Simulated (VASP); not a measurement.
# Bi (R-3m) in VASP: further runs

Runs on Bi. Level: PBEsol. Tasks: single point.

Everything below comes from runs of VASP 6.6.1. Logs are shortened: lines on timing, memory, paths and dates and some standing lists are left out, and cuts for length are marked.

## Step 1: The cell of the first run

Symmetry: R-3m, No. 166, trigonal system. The conventional cell has a = 4.584 Å, b = 4.584 Å, c = 11.804 Å, α = 90.00°, β = 90.00°, γ = 120.00°. Within 4.1 Å of Bi (site symmetry 3m) lie 6 Bi at 3.12 to 3.49 Å.

## Step 2: Single point, PBEsol (35.80 Å³/atom)

The input, INCAR:

```
  PREC = Accurate
  ENCUT = 520
  EDIFF = 1E-6
  ISMEAR = -1
  SIGMA = 0.1
  LREAL = F
  LASPH = T
  NELM = 60
  ALGO = Normal
  ISIF = 2
  LWAVE = F
  LCHARG = F
  GGA = PS
  NBANDS = 22
```

The input, KPOINTS:

```
regular mesh
0
Gamma
  14 14 14
```

The input, POSCAR:

```
Bi
1.0
    2.2920806447      1.3233333772      3.9346125912
   -2.2920806447      1.3233333772      3.9346125912
    0.0000000000     -2.6466667544      3.9346125912
Bi
2
Direct
    0.2366491848      0.2366491848      0.2366491848
    0.7633508152      0.7633508152      0.7633508152
```

Potentials or basis: VASP PAW PBE potentials, release 64 (Bi_d).

On the command line:

```sh
$ cat potpaw_PBE.64/Bi_d/POTCAR > POTCAR
$ mpirun -np 1 vasp_std > vasp.out
```

OUTCAR:

```text
PREC = Accurate
   ENCUT = 520
   EDIFF = 1E-6
   ISMEAR = -1
   LREAL = F
   LASPH = T
   NELM = 60
   ISIF = 2
   GGA = PS

 ion  position               nearest neighbor table
   1  0.237  0.237  0.237-   2 3.12   2 3.12   2 3.12   2 3.49   2 3.49   2 3.49
   2  0.763  0.763  0.763-   1 3.12   1 3.12   1 3.12   1 3.49   1 3.49   1 3.49

  LATTYP: Found a trigonal (rhomboedric) cell.
 ALAT       =     4.7419427613
 COS(alpha) =     0.5327200267

  Lattice vectors:

 A1 = (   2.2920806447,   1.3233333772,   3.9346125912)
 A2 = (  -2.2920806447,   1.3233333772,   3.9346125912)
 A3 = (   0.0000000000,  -2.6466667544,   3.9346125912)

Analysis of symmetry for initial positions (statically):
=====================================================================
 Subroutine PRICEL returns:
 Original cell was already a primitive cell.

 Routine SETGRP: Setting up the symmetry group for a
 trigonal (rhombohedral) supercell.

 Subroutine GETGRP returns: Found 12 space group operations
 (whereof 12 operations were pure point group operations)
 out of a pool of 12 trial point group operations.

The static configuration has the point symmetry D_3d.

Analysis of symmetry for dynamics (positions and initial velocities):
=====================================================================
 Subroutine PRICEL returns:
 Original cell was already a primitive cell.

 Routine SETGRP: Setting up the symmetry group for a
 trigonal (rhombohedral) supercell.

 Subroutine GETGRP returns: Found 12 space group operations
 (whereof 12 operations were pure point group operations)
 out of a pool of 12 trial point group operations.

The dynamic configuration has the point symmetry D_3d.

 Subroutine INISYM returns: Found 12 space group operations
 (whereof 12 operations are pure point group operations),
 and found     1 'primitive' translations

----------------------------------------------------------------------------------------

                                     Primitive cell

  volume of cell :      71.6065

  direct lattice vectors                    reciprocal lattice vectors
     2.292080645  1.323333377  3.934612591     0.218142412  0.125944580  0.084718209
    -2.292080645  1.323333377  3.934612591    -0.218142412  0.125944580  0.084718209
     0.000000000 -2.646666754  3.934612591     0.000000000 -0.251889160  0.084718209

  length of vectors
     4.741942761  4.741942761  4.741942761     0.265754255  0.265754255  0.265754255

  position of ions in fractional coordinates (direct lattice)
     0.236649185  0.236649185  0.236649185
     0.763350815  0.763350815  0.763350815

  ion indices of the primitive-cell ions
   primitive index   ion index
                 1           1
                 2           2

----------------------------------------------------------------------------------------

 KPOINTS: regular mesh

Automatic generation of k-mesh.
 Grid dimensions read from file:
 generate k-points for:   14   14   14

 Generating k-lattice:

  Cartesian coordinates                     Fractional coordinates (reciprocal lattice)
     0.015581601  0.008996041  0.006051301     0.071428571  0.000000000 -0.000000000
    -0.015581601  0.008996041  0.006051301     0.000000000  0.071428571 -0.000000000
     0.000000000 -0.017992083  0.006051301    -0.000000000 -0.000000000  0.071428571

  Length of vectors
     0.018982447  0.018982447  0.018982447

  Shift w.r.t. Gamma in fractional coordinates (k-lattice)
     0.000000000  0.000000000  0.000000000

 Subroutine IBZKPT returns following result:
 ===========================================

 Found    288 irreducible k-points:

 Following reciprocal coordinates:
            Coordinates               Weight
  0.000000  0.000000  0.000000      1.000000
  0.071429 -0.000000 -0.000000      6.000000
  0.142857 -0.000000  0.000000      6.000000
  0.214286  0.000000  0.000000      6.000000
  0.285714 -0.000000  0.000000      6.000000
  0.357143 -0.000000 -0.000000      6.000000
[... 16 lines left out ...]
  0.214286  0.142857 -0.000000     12.000000
  0.285714  0.142857  0.000000     12.000000
 [... further k-points ...]
   k-points           NKPTS =    288   k-points in BZ     NKDIM =    288   number of bands    NBANDS=     22
   number of dos      NEDOS =    301   number of ions     NIONS =      2
   total plane-waves  NPLWV =  46656
   dimension x,y,z NGX =    36 NGY =   36 NGZ =   36
   dimension x,y,z NGXF=    72 NGYF=   72 NGZF=   72
   ions per type =               2
   NGX,Y,Z   is equivalent  to a cutoff of  12.62, 12.62, 12.62 a.u.
   NGXF,Y,Z  is equivalent  to a cutoff of  25.24, 25.24, 25.24 a.u.
 SYSTEM =  unknown system
   PREC   = accura    normal or accurate (medium, high low for compatibility)
   ISTART =      0    job   : 0-new  1-cont  2-samecut
   ICHARG =      2    charge: 1-file 2-atom 10-const
   ISPIN  =      1    spin polarized calculation?
   LNONCOLLINEAR =      F non collinear calculations
   LSORBIT =      F    spin-orbit coupling
   LASPH  =      T    aspherical Exc in radial PAW
   ENCUT  =  520.0 eV  38.22 Ry    6.18 a.u.   8.82  8.82  8.82*2*pi/ulx,y,z
   NELM   =     60;   NELMIN=  2; NELMDL= -5     # of ELM steps
   EDIFF  = 0.1E-05   stopping-criterion for ELM
   LREAL  =      F    real-space projection
   EDIFFG = 0.1E-04   stopping-criterion for IOM
   NSW    =      0    number of steps for IOM
   IBRION =     -1    ionic relax: 0-MD 1-quasi-New 2-CG
   NFREE  =      0    steps in history (QN), initial steepest desc. (CG)
   ISIF   =      2    stress and relaxation
   ISYM   =      2    0-nonsym 1-usesym 2-fastsym
   POTIM  = 0.5000    time-step for ionic-motion
   TEBEG  =    0.0;   TEEND  =   0.0 temperature during run
   PSTRESS=    0.0 pullay stress
   NELECT =      30.0000    total number of electrons
   NUPDOWN=      -1.0000    fix difference up-down
   EMIN   =  10.00;   EMAX   =-10.00  energy-range for DOS
   EFERMI =   0.00;   METHOD = LEGACY
   ISMEAR =    -1;   SIGMA  =   0.10  broadening in eV -4-tet -1-fermi 0-gaus
   EFERMI_NEDOS =   21; number of points for ismear=-14 and -15
   IALGO  =     38    algorithm
   IMIX   =      4    mixing-type and parameters
     AMIX     =   0.40;   BMIX     =  1.00
     AMIX_MAG =   1.60;   BMIX_MAG =  1.00
  volume/ion in A,a.u.               =      35.80       241.61
  Fermi-wavevector in a.u.,A,eV,Ry     =   1.224986  2.314888 20.416775  1.500591
  Thomas-Fermi vector in A             =   2.360040
   LORBIT       =      0    0 simple, 1 ext, 2 COOP (PROOUT), +10 PAW based schemes
   GGA     = PS    functional components
   LHFCALC =     F    Hartree Fock is set to
   AEXX    =    0.0000 exact exchange contribution
   IVDW    =     0    specifies the selected vdW correction
   LEPSILON=     F    determine dielectric tensor
   LRPA    =     F    only Hartree local field effects (RPA)
 non-spin polarized calculation
  energy-cutoff  :      520.00
  volume of cell :       71.61
 maximum number of plane-waves:      1961
   NGX = 17   NGY = 17   NGZ = 17

 number of electron      29.9999989 magnetization

 Free energy of the ion-electron system (eV)
  ---------------------------------------------------
  ext. energy  EPLUGINS =         0.00000000
  ---------------------------------------------------
  free energy    TOTEN  =        -8.59256703 eV

  energy without entropy =       -8.57900137  energy(sigma->0) =       -8.58578420

 E-fermi :   5.9913     XC(G=0):  -9.6302

 val. band max:        5.9475634352   @ k =   0.4286   0.0000   0.0000
 cond. band min:       6.0609556079   @ k =  -0.4286   0.5000   0.4286
 fundamental gap:      0.1133921727
 Fermi energy:         5.9913497481

 k-point     1 :       0.0000    0.0000    0.0000
  band No.  band energies     occupation
      1     -16.8545      2.00000
      2     -16.8545      2.00000
      3     -16.7145      2.00000
      4     -16.7145      2.00000
      5     -16.7049      2.00000
      6     -16.5463      2.00000
[... 14 lines left out ...]
     21      11.6290      0.00000
     22      11.9202      0.00000

 k-point     2 :       0.0714   -0.0000   -0.0000
  band No.  band energies     occupation
      1     -16.8507      2.00000
      2     -16.8500      2.00000
      3     -16.7128      2.00000
      4     -16.7119      2.00000
      5     -16.7027      2.00000
      6     -16.5483      2.00000
[... 14 lines left out ...]
     21      11.6843      0.00000
     22      12.3759      0.00000

 k-point     3 :       0.1429   -0.0000    0.0000
  band No.  band energies     occupation
      1     -16.8393      2.00000
      2     -16.8365      2.00000
      3     -16.7081      2.00000
      4     -16.7045      2.00000
      5     -16.6957      2.00000
      6     -16.5548      2.00000
[... 14 lines left out ...]
     21      11.8987      0.00000
     22      13.3467      0.00000

 k-point     4 :       0.2143    0.0000    0.0000
  band No.  band energies     occupation
      1     -16.8215      2.00000
      2     -16.8148      2.00000
      3     -16.7010      2.00000
      4     -16.6926      2.00000
      5     -16.6842      2.00000
      6     -16.5661      2.00000
[... 14 lines left out ...]
     21      12.3103      0.00000
     22      14.5376      0.00000

 k-point     5 :       0.2857   -0.0000    0.0000
  band No.  band energies     occupation
      1     -16.7992      2.00000
      2     -16.7860      2.00000
      3     -16.6927      2.00000
      4     -16.6772      2.00000
      5     -16.6686      2.00000
      6     -16.5826      2.00000
[... 417 lines left out ...]
 k-point    22 :       0.1429    0.1429   -0.0000
  band No.  band energies     occupation
      1     -16.8522      2.00000
      2     -16.8159      2.00000
      3     -16.7146      2.00000
      4     -16.6983      2.00000
      5     -16.6903      2.00000
      6     -16.5593      2.00000
[... 14 lines left out ...]
     21      12.4392      0.00000
     22      12.6899      0.00000

 k-point    23 :       0.2143    0.1429   -0.0000
  band No.  band energies     occupation
      1     -16.8469      2.00000
      2     -16.7954      2.00000
      3     -16.7129      2.00000
      4     -16.6902      2.00000
      5     -16.6805      2.00000
      6     -16.5684      2.00000
[... 14 lines left out ...]
     21      12.7643      0.00000
     22      13.2479      0.00000

 k-point    24 :       0.2857    0.1429    0.0000
  band No.  band energies     occupation
      1     -16.8338      2.00000
      2     -16.7706      2.00000
      3     -16.7061      2.00000
      4     -16.6820      2.00000
      5     -16.6665      2.00000
      6     -16.5822      2.00000
[... 14 lines left out ...]
     21      13.3014      0.00000
     22      14.2136      0.00000

 [... further k-points ...]
[... 5 lines left out ...]
  --------------------------------------------------------------------------------------
  -------------------------------------------------------------------------------------
  Total       -0.8535204     -0.8535204     -0.7501565      0.0000000      0.0000000      0.0000000
  in kB      -19.0973053    -19.0973053    -16.7845632      0.0000000      0.0000000      0.0000000
  external PRESSURE =     -18.3263913 kB  Pullay stress =       0.0000000 kB

 VOLUME and BASIS-vectors are now :
 -----------------------------------------------------------------------------
  energy-cutoff  :      520.00
  volume of cell :       71.61
      direct lattice vectors                 reciprocal lattice vectors
     2.292080645  1.323333377  3.934612591     0.218142412  0.125944580  0.084718209
    -2.292080645  1.323333377  3.934612591    -0.218142412  0.125944580  0.084718209
     0.000000000 -2.646666754  3.934612591     0.000000000 -0.251889160  0.084718209

 POSITION                                       TOTAL-FORCE (eV/Angst)
 -----------------------------------------------------------------------------------
      0.00000      0.00000      2.79337         0.000000      0.000000     -0.122666
      0.00000      0.00000      9.01047         0.000000     -0.000000      0.122666
 -----------------------------------------------------------------------------------
    total drift:                               -0.000000     -0.000000      0.000000

  FREE ENERGIE OF THE ION-ELECTRON SYSTEM (eV)
  ---------------------------------------------------
  free  energy   TOTEN  =        -8.5925670304 eV

  energy  without entropy=       -8.5790013686  energy(sigma->0) =       -8.58578420
```

Wall time 12 min (1 thread of Intel Xeon 8259CL, shared host); peak memory 0.47 GiB.

Results:

```yaml
Free_energy: -8.5926 eV
Pressure: -1.8 GPa
Largest_force: 0.123 eV/Å
Band_gap_on_the_k_mesh: zero (bands 15 and 16 overlap by 0.24 eV)
```

Forces on the atoms (eV/Å):
```
Bi   0.000  0.000 -0.123
Bi   0.000  0.000  0.123
```

Levels at points of the mesh, in eV from the Fermi level:
```
           k point  band 12  band 13  band 14  band 15  band 16  band 17  band 18  band 19
(0.00, 0.00, 0.00)    -7.60    -1.47    -1.22    -1.22     2.62     2.92     2.92     5.46
(0.50, 0.00, 0.00)   -10.56    -1.17    -1.02    -0.32    -0.31     0.37     0.78     7.54
(0.50, 0.50, 0.00)    -9.47    -4.67    -3.01    -2.88     2.43     4.80     5.18     6.59
(0.50, 0.50, 0.50)   -10.08    -0.91    -0.54    -0.54     0.49     0.51     0.51     7.08
```

Caveat: the PAW data sets were made with another functional, which shifts forces and pressure a little; spin-orbit coupling is left out, which moves the levels of the heavy elements.

## Step 3: Single point, PBEsol (37.18 Å³/atom)

This run uses another cell than the first one, of 37.18 Å³/atom.

The input, INCAR:

```
PREC     = Accurate       # precision mode
ENCUT    = 520            # plane-wave cutoff, eV
EDIFF    = 1E-6           # SCF threshold, eV
ISMEAR   = -1             # smearing method
SIGMA    = 0.1            # smearing width, eV
LREAL    = F              # projectors in reciprocal space
LASPH    = T              # aspherical terms in the spheres
NELM     = 60             # most SCF steps
ALGO     = Normal         # electronic algorithm
ISIF     = 2              # what is computed and relaxed
LWAVE    = F              # write WAVECAR
LCHARG   = T              # write CHGCAR
GGA      = PS             # functional
LELF     = T              # ELF
LVHAR    = T            
NBANDS   = 22             # bands
```

The input, KPOINTS:

```
Automatic mesh
0
Gamma
  14 14 14
```

The input, POSCAR:

```
Bi
1.0
    2.3210974041      1.3400862110      3.9844231017
   -2.3210974041      1.3400862110      3.9844231017
    0.0000000000     -2.6801724221      3.9844231017
Bi
2
Direct
    0.2366491848      0.2366491848      0.2366491848
    0.7633508152      0.7633508152      0.7633508152
```

Potentials or basis: VASP PAW PBE potentials, release 64 (Bi_d).

On the command line:

```sh
$ cat potpaw_PBE.64/Bi_d/POTCAR > POTCAR
$ mpirun -np 1 vasp_std > vasp.out
```

Wall time 9 min (1 thread of Intel Xeon 8259CL, shared host); peak memory 0.48 GiB.

It converged, with:

```yaml
Free_energy: -8.5493 eV
Pressure: -3.3 GPa
Largest_force: 0.252 eV/Å
Band_gap_on_the_k_mesh: zero (bands 15 and 16 overlap by 0.21 eV)
```

Forces on the atoms (eV/Å):
```
Bi   0.000  0.000 -0.252
Bi   0.000  0.000  0.252
```

Stress tensor (GPa, compression positive):
```
-3.41  0.00  0.00
 0.00 -3.41  0.00
 0.00  0.00 -3.00
```

Levels at points of the mesh, in eV from the Fermi level:
```tsv
k point	band 11	band 12	band 13	band 14	band 15	band 16	band 17	band 18	band 19	band 20
(0.00, 0.00, 0.00)	-12.74	-7.74	-1.39	-1.15	-1.15	2.57	2.85	2.85	5.46	5.64
(0.50, 0.00, 0.00)	-10.95	-10.45	-1.12	-0.96	-0.33	-0.29	0.40	0.80	7.47	8.19
(0.50, 0.50, 0.00)	-11.09	-9.46	-4.45	-2.85	-2.73	2.50	4.61	5.01	6.27	9.04
(0.50, 0.50, 0.50)	-11.49	-9.98	-0.90	-0.50	-0.50	0.45	0.54	0.54	7.00	8.67
```

Caveat: the cell stands under tension; the PAW data sets were made with another functional, which shifts forces and pressure a little; spin-orbit coupling is left out, which moves the levels of the heavy elements.

The gap in the log of VASP goes by the Fermi energy; the results here count the filled bands.